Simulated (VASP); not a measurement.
Wanted: the native input for a VASP 6.6.1 run.

* Task: single point
* Functional: revPBE
* Potentials or basis: VASP PAW PBE potentials, release 64 (Be, Al)
* Cutoff: 520 eV
* k mesh: 9 × 9 × 9
* Occupations: fermi-dirac, width 0.05 eV
* Spin: no spin polarisation
* Dipole correction: no
* Further INCAR settings: ALGO = Normal; EDIFF = 1e-06; NBANDS = 14

The structure of BeAl3 lies in POSCAR:

```
BeAl3
1.0
   -1.9421910000      1.9421910000      3.8518930000
    1.9421910000     -1.9421910000      3.8518930000
    1.9421910000      1.9421910000     -3.8518930000
Be Al
1 3
Direct
    0.0000000000      0.0000000000      0.0000000000
    0.7500000000      0.2500000000      0.5000000000
    0.2500000000      0.7500000000      0.5000000000
    0.5000000000      0.5000000000      0.0000000000
```

The input as run:

INCAR

```
ALGO     = Normal         # electronic algorithm
EDIFF    = 1E-6           # SCF threshold, eV
ENCUT    = 520            # plane-wave cutoff, eV
GGA      = RE             # functional
ISIF     = 2              # what is computed and relaxed
ISMEAR   = -1             # smearing method
LASPH    = T              # aspherical terms in the spheres
LCHARG   = T              # write CHGCAR
LELF     = T              # ELF
LREAL    = F              # projectors in reciprocal space
LVHAR    = T            
LWAVE    = F              # write WAVECAR
NBANDS   = 14             # bands
NELM     = 80             # most SCF steps
PREC     = Accurate       # precision mode
SIGMA    = 0.05           # smearing width, eV
```

KPOINTS

```
k-points
0
Gamma
  9 9 9
```

Potentials or basis: VASP PAW PBE potentials, release 64 (Be, Al).

The run is started by

```sh
$ cat potpaw_PBE.64/Be/POTCAR potpaw_PBE.64/Al/POTCAR > POTCAR
$ mpirun -np 1 vasp_std > vasp.out
```

Results of the run:

| Property | Result |
| --- | --- |
| Pressure | 1.9 GPa |

Caveat: the PAW data sets were made with another functional, which shifts forces and pressure a little.

It took 46 s on 1 thread of Intel(R) Xeon(R) Platinum 8488C (Sapphire Rapids), with other jobs on the host, peak memory 0.22 GiB.
